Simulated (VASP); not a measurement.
Wanted: the native input for a VASP 6.6.1 run.

| Property | Result |
| --- | --- |
| Task | relaxation of cell and atoms |
| Functional | PBE |
| Potentials or basis | VASP PAW PBE potentials, release 64 (Si, C) |
| Cutoff | 600 eV |
| k mesh | 18 × 18 × 2 |
| Occupations | gaussian, width 0.1 eV |
| Spin | no spin polarisation |
| Dipole correction | no |
| Further INCAR settings | ALGO = Normal; EDIFF = 1e-07; IBRION = 2; EDIFFG = -0.01; NSW = 100; ISIF = 3 |

The structure of SiC4 lies in POSCAR:

```
SiC4
1.0
    2.4699090035      0.0000000000      0.0000000000
   -1.2349545017      2.1390039421      0.0000000000
    0.0000000000      0.0000000000     26.7163133855
Si C
2 8
Direct
    0.3333333333      0.6666666667      0.7500000000
    0.6666666667      0.3333333333      0.2500000000
    0.3333333333      0.6666666667      0.9176311866
    0.3333333333      0.6666666667      0.0823670911
    0.3333333333      0.6666666667      0.4176329089
    0.3333333333      0.6666666667      0.5823688134
    0.6666666667      0.3333333333      0.5823670911
    0.6666666667      0.3333333333      0.9176329089
    0.6666666667      0.3333333333      0.0823688134
    0.6666666667      0.3333333333      0.4176311866
```

One way to write it, as run:

INCAR

```
SYSTEM = SiC4
ALGO = Normal ; EDIFF = 1E-7
EDIFFG = -0.01 ; ENCUT = 600
GGA = PE ; IBRION = 2
ISIF = 3 ; ISMEAR = 0
LASPH = .TRUE. ; LCHARG = .FALSE.
LREAL = .FALSE. ; LWAVE = .FALSE.
NELM = 100 ; NSW = 100
PREC = Accurate ; SIGMA = 0.1
```

KPOINTS

```
k-points
0
G
  18 18 2
  0 0 0
```

Potentials or basis: VASP PAW PBE potentials, release 64 (Si, C).

Launch:

```sh
$ cat potpaw_PBE.64/Si/POTCAR potpaw_PBE.64/C/POTCAR > POTCAR
$ mpirun -np 1 vasp_std > vasp.out
```

It gave:

* Relaxed volume: 13.56 Å³/atom
* Relaxed cell: a = 2.470 Å, b = 2.470 Å, c = 25.668 Å, α = 90.00°, β = 90.00°, γ = 120.00°
* Space group after relaxing (to 0.1 Å): P6_3/mmc (No. 194)
* Energy gained by relaxing: 0.3 meV/atom
* Ionic steps: 13
* Pressure after relaxing: 0.0 GPa
* Band gap on the k mesh: zero (bands 20 and 21 overlap by 0.97 eV)

Caveat: the highest band is partly filled, so the run has too few bands.

It took 22 min on 1 thread of Intel(R) Xeon(R) 6975P-C (Granite Rapids) (shared host), peak memory 0.47 GiB.
